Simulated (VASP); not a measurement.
# CdSe (F-43m) in VASP: settings compared

Aim: see how the results for CdSe move with the level of theory and the settings. Levels: PBEsol+D3(BJ), PBE. Tasks: relaxation of cell and atoms, single point.

Everything below comes from runs of VASP 6.6.1. Logs are shortened: lines on timing, memory, paths and dates and some standing lists are left out, and cuts for length are marked.

## (1) The cell of the first run

The structure is cubic, space group F-43m (No. 216). The conventional cell has a = 6.141 Å, b = 6.141 Å, c = 6.141 Å, α = 90.00°, β = 90.00°, γ = 90.00°. Cd (site symmetry -43m) has 4 Se at 2.66 Å within 3.5 Å. Within 3.5 Å of Se (site symmetry -43m) lie 4 Cd at 2.66 Å.

## (2) Relaxation of cell and atoms, PBEsol+D3(BJ)

Contents of INCAR:

```
PREC = Accurate
ENCUT = 600
EDIFF = 1E-6
ISMEAR = -1
SIGMA = 0.05
LREAL = F
LASPH = T
NELM = 60
ALGO = Normal
ISIF = 3
LWAVE = F
LCHARG = F
GGA = PS
IVDW = 12
IBRION = 2
NSW = 60
EDIFFG = -0.01
```

Contents of KPOINTS:

```
Automatic mesh
0
Gamma
  8 8 8
```

Contents of POSCAR:

```
CdSe
1.0
    0.0000000000      3.0702711986      3.0702711986
    3.0702711986      0.0000000000      3.0702711986
    3.0702711986      3.0702711986      0.0000000000
Cd Se
1 1
Direct
    0.0000000000      0.0000000000      0.0000000000
    0.2500000000      0.2500000000      0.2500000000
```

Potentials or basis: VASP PAW PBE potentials, release 64 (Cd, Se).

Launch:

```sh
$ cat potpaw_PBE.64/Cd/POTCAR potpaw_PBE.64/Se/POTCAR > POTCAR
$ mpirun -np 1 vasp_std > vasp.out
```

OUTCAR:

```text
PREC = Accurate
   ENCUT = 600
   EDIFF = 1E-6
   ISMEAR = -1
   LREAL = F
   LASPH = T
   NELM = 60
   ISIF = 3
   GGA = PS
   IVDW = 12
   IBRION = 2
   NSW = 60
   EDIFFG = -0.01
 IVDW          = 12

 ion  position               nearest neighbor table
   1  0.000  0.000  0.000-   2 2.66   2 2.66   2 2.66   2 2.66
   2  0.250  0.250  0.250-   1 2.66   1 2.66   1 2.66   1 2.66

  LATTYP: Found a face centered cubic cell.
 ALAT       =     6.1405423972

  Lattice vectors:

 A1 = (   0.0000000000,   3.0702711986,   3.0702711986)
 A2 = (   3.0702711986,   0.0000000000,   3.0702711986)
 A3 = (   3.0702711986,   3.0702711986,   0.0000000000)

Analysis of symmetry for initial positions (statically):
=====================================================================
 Subroutine PRICEL returns:
 Original cell was already a primitive cell.

 Routine SETGRP: Setting up the symmetry group for a
 face centered cubic supercell.

 Subroutine GETGRP returns: Found 24 space group operations
 (whereof 24 operations were pure point group operations)
 out of a pool of 48 trial point group operations.

The static configuration has the point symmetry T_d .

Analysis of symmetry for dynamics (positions and initial velocities):
=====================================================================
 Subroutine PRICEL returns:
 Original cell was already a primitive cell.

 Routine SETGRP: Setting up the symmetry group for a
 face centered cubic supercell.

 Subroutine GETGRP returns: Found 24 space group operations
 (whereof 24 operations were pure point group operations)
 out of a pool of 48 trial point group operations.

The dynamic configuration has the point symmetry T_d .

 Subroutine INISYM returns: Found 24 space group operations
 (whereof 24 operations are pure point group operations),
 and found     1 'primitive' translations

----------------------------------------------------------------------------------------

                                     Primitive cell

  volume of cell :      57.8842

  direct lattice vectors                    reciprocal lattice vectors
     0.000000000  3.070271199  3.070271199    -0.162852063  0.162852063  0.162852063
     3.070271199  0.000000000  3.070271199     0.162852063 -0.162852063  0.162852063
     3.070271199  3.070271199  0.000000000     0.162852063  0.162852063 -0.162852063

  length of vectors
     4.342019169  4.342019169  4.342019169     0.282068048  0.282068048  0.282068048

  position of ions in fractional coordinates (direct lattice)
     0.000000000  0.000000000  0.000000000
     0.250000000  0.250000000  0.250000000

  ion indices of the primitive-cell ions
   primitive index   ion index
                 1           1
                 2           2

----------------------------------------------------------------------------------------

 KPOINTS: Automatic mesh

Automatic generation of k-mesh.
 Grid dimensions read from file:
 generate k-points for:    8    8    8

 Generating k-lattice:

  Cartesian coordinates                     Fractional coordinates (reciprocal lattice)
    -0.020356508  0.020356508  0.020356508     0.125000000  0.000000000  0.000000000
     0.020356508 -0.020356508  0.020356508     0.000000000  0.125000000  0.000000000
     0.020356508  0.020356508 -0.020356508     0.000000000  0.000000000  0.125000000

  Length of vectors
     0.035258506  0.035258506  0.035258506

  Shift w.r.t. Gamma in fractional coordinates (k-lattice)
     0.000000000  0.000000000  0.000000000

 Subroutine IBZKPT returns following result:
 ===========================================

 Found     29 irreducible k-points:

 Following reciprocal coordinates:
            Coordinates               Weight
  0.000000  0.000000  0.000000      1.000000
  0.125000  0.000000  0.000000      8.000000
  0.250000  0.000000  0.000000      8.000000
  0.375000  0.000000  0.000000      8.000000
  0.500000  0.000000  0.000000      4.000000
  0.125000  0.125000  0.000000      6.000000
[... 16 lines left out ...]
  0.500000  0.250000  0.125000     48.000000
 -0.375000  0.250000  0.125000     24.000000
 [... further k-points ...]
   k-points           NKPTS =     29   k-points in BZ     NKDIM =     29   number of bands    NBANDS=     13
   number of dos      NEDOS =    301   number of ions     NIONS =      2
   total plane-waves  NPLWV =  46656
   dimension x,y,z NGX =    36 NGY =   36 NGZ =   36
   dimension x,y,z NGXF=    72 NGYF=   72 NGZF=   72
   ions per type =               1   1
   NGX,Y,Z   is equivalent  to a cutoff of  13.78, 13.78, 13.78 a.u.
   NGXF,Y,Z  is equivalent  to a cutoff of  27.57, 27.57, 27.57 a.u.
 SYSTEM =  unknown system
   PREC   = accura    normal or accurate (medium, high low for compatibility)
   ISTART =      0    job   : 0-new  1-cont  2-samecut
   ICHARG =      2    charge: 1-file 2-atom 10-const
   ISPIN  =      1    spin polarized calculation?
   LNONCOLLINEAR =      F non collinear calculations
   LSORBIT =      F    spin-orbit coupling
   LASPH  =      T    aspherical Exc in radial PAW
   ENCUT  =  600.0 eV  44.10 Ry    6.64 a.u.   8.67  8.67  8.67*2*pi/ulx,y,z
   NELM   =     60;   NELMIN=  2; NELMDL= -5     # of ELM steps
   EDIFF  = 0.1E-05   stopping-criterion for ELM
   LREAL  =      F    real-space projection
   EDIFFG = -.1E-01   stopping-criterion for IOM
   NSW    =     60    number of steps for IOM
   IBRION =      2    ionic relax: 0-MD 1-quasi-New 2-CG
   NFREE  =      1    steps in history (QN), initial steepest desc. (CG)
   ISIF   =      3    stress and relaxation
   ISYM   =      2    0-nonsym 1-usesym 2-fastsym
   POTIM  = 0.5000    time-step for ionic-motion
   TEBEG  =    0.0;   TEEND  =   0.0 temperature during run
   PSTRESS=    0.0 pullay stress
   NELECT =      18.0000    total number of electrons
   NUPDOWN=      -1.0000    fix difference up-down
   EMIN   =  10.00;   EMAX   =-10.00  energy-range for DOS
   EFERMI =   0.00;   METHOD = LEGACY
   ISMEAR =    -1;   SIGMA  =   0.05  broadening in eV -4-tet -1-fermi 0-gaus
   EFERMI_NEDOS =   21; number of points for ismear=-14 and -15
   IALGO  =     38    algorithm
   IMIX   =      4    mixing-type and parameters
     AMIX     =   0.40;   BMIX     =  1.00
     AMIX_MAG =   1.60;   BMIX_MAG =  1.00
  volume/ion in A,a.u.               =      28.94       195.31
  Fermi-wavevector in a.u.,A,eV,Ry     =   1.109121  2.095935 16.737199  1.230149
  Thomas-Fermi vector in A             =   2.245657
   LORBIT       =      0    0 simple, 1 ext, 2 COOP (PROOUT), +10 PAW based schemes
   GGA     = PS    functional components
   LHFCALC =     F    Hartree Fock is set to
   AEXX    =    0.0000 exact exchange contribution
   IVDW    =    12    specifies the selected vdW correction
   LEPSILON=     F    determine dielectric tensor
   LRPA    =     F    only Hartree local field effects (RPA)
 conjugate gradient relaxation of ions
 non-spin polarized calculation
  energy-cutoff  :      600.00
  volume of cell :       57.88
 maximum number of plane-waves:      1964
   NGX = 17   NGY = 17   NGZ = 17

--------------------------------------- Ionic step        1  -------------------------------------------

 number of electron      17.9999997 magnetization

 Free energy of the ion-electron system (eV)
  ---------------------------------------------------
  ext. energy  EPLUGINS =         0.00000000
  ---------------------------------------------------
  free energy    TOTEN  =        -6.17287509 eV

  energy without entropy =       -6.17280610  energy(sigma->0) =       -6.17284060

------------------------ aborting loop because EDIFF is reached ----------------------------------------

 Edisp (eV)   -0.57388

 E8    (eV) :    -0.3757

  FORCE on cell =-STRESS in cart. coord.  units (eV):
  Direction    XX          YY          ZZ          XY          YZ          ZX
  --------------------------------------------------------------------------------------
  -------------------------------------------------------------------------------------
  Total      -0.98876    -0.98876    -0.98876     0.00000     0.00000     0.00000
  in kB     -27.36798   -27.36798   -27.36798     0.00000     0.00000     0.00000
  external pressure =      -27.37 kB  Pullay stress =        0.00 kB
[... 61 lines left out ...]
  energy  without entropy=       -6.7714391543  energy(sigma->0) =       -6.77144878

--------------------------------------- Ionic step        3  -------------------------------------------

 number of electron      18.0000003 magnetization

 Free energy of the ion-electron system (eV)
  ---------------------------------------------------
  ext. energy  EPLUGINS =         0.00000000
  ---------------------------------------------------
  free energy    TOTEN  =        -6.16845137 eV

  energy without entropy =       -6.16842493  energy(sigma->0) =       -6.16843815

 E-fermi :   1.3298     XC(G=0):  -9.2197

 val. band max:        1.0257413987   @ k =   0.0000   0.0000   0.0000
 cond. band min:       1.5598415052   @ k =   0.0000   0.0000   0.0000
 fundamental gap:      0.5341001065
 Fermi energy:         1.3297978533

 k-point     1 :       0.0000    0.0000    0.0000
  band No.  band energies     occupation
      1     -11.7515      2.00000
      2      -6.9840      2.00000
      3      -6.9840      2.00000
      4      -6.9840      2.00000
      5      -6.5731      2.00000
      6      -6.5731      2.00000
      7       1.0257      1.99544
      8       1.0257      1.99544
      9       1.0257      1.99544
     10       1.5598      0.01989
     11       6.8774      0.00000
     12       6.8774      0.00000
     13       6.8774      0.00000
[... 353 lines left out ...]
 k-point    24 :      -0.3750    0.2500    0.1250
  band No.  band energies     occupation
      1     -11.2840      2.00000
      2      -6.8437      2.00000
      3      -6.8153      2.00000
      4      -6.5966      2.00000
      5      -6.5559      2.00000
      6      -6.1650      2.00000
      7      -3.3146      2.00000
      8      -1.0809      2.00000
      9      -0.2800      2.00000
     10       4.8846      0.00000
     11       6.3496      0.00000
     12       7.8406      0.00000
     13       9.0028      0.00000

 [... further k-points ...]

------------------------ aborting loop because EDIFF is reached ----------------------------------------

 Edisp (eV)   -0.60612

 E8    (eV) :    -0.3965

  FORCE on cell =-STRESS in cart. coord.  units (eV):
  Direction    XX          YY          ZZ          XY          YZ          ZX
  --------------------------------------------------------------------------------------
  -------------------------------------------------------------------------------------
  Total      -0.00586    -0.00586    -0.00586     0.00000    -0.00000    -0.00000
  in kB      -0.17148    -0.17148    -0.17148     0.00000    -0.00000    -0.00000
  external pressure =       -0.17 kB  Pullay stress =        0.00 kB
[... 17 lines left out ...]
  FREE ENERGIE OF THE ION-ELECTRON SYSTEM (eV)
  ---------------------------------------------------
  free  energy   TOTEN  =        -6.7745717121 eV

  energy  without entropy=       -6.7745452791  energy(sigma->0) =       -6.77455850

 reached required accuracy - stopping structural energy minimisation
```

It took 95 s on 1 thread of Intel Xeon 8259CL, shared host; peak memory 0.24 GiB.

What came out:

* Free energy: -6.7746 eV
* Relaxed volume: 27.40 Å³/atom
* Relaxed cell: a = 4.263 Å, b = 4.263 Å, c = 4.263 Å, α = 60.00°, β = 60.00°, γ = 60.00°
* Space group after relaxing (to 0.1 Å): F-43m (No. 216)
* Energy gained by relaxing: 13.9 meV/atom
* Ionic steps: 3
* Pressure after relaxing: 0.0 GPa
* Band gap on the k mesh: 0.53 eV
* Dispersion energy per atom: -0.303 eV

Step by step:
```
step  energy change (eV)  largest force (eV/Å)  pressure (GPa)  volume (Å³)
   1              0.0000                0.0000           -2.74        57.88
   2             -0.0247                0.0000            1.05        53.84
   3             -0.0278                0.0000           -0.02        54.80
```

Final structure:
```
Cd Se
1.0
     0.00000    3.01466    3.01466
     3.01466    0.00000    3.01466
     3.01466    3.01466    0.00000
Cd Se
1 1
Cartesian
  0.0000 0.0000 0.0000
  1.5073 1.5073 1.5073
```

Caveat: the PAW data sets were made with another functional, which shifts forces and pressure a little.

[end of part 1 of 2]
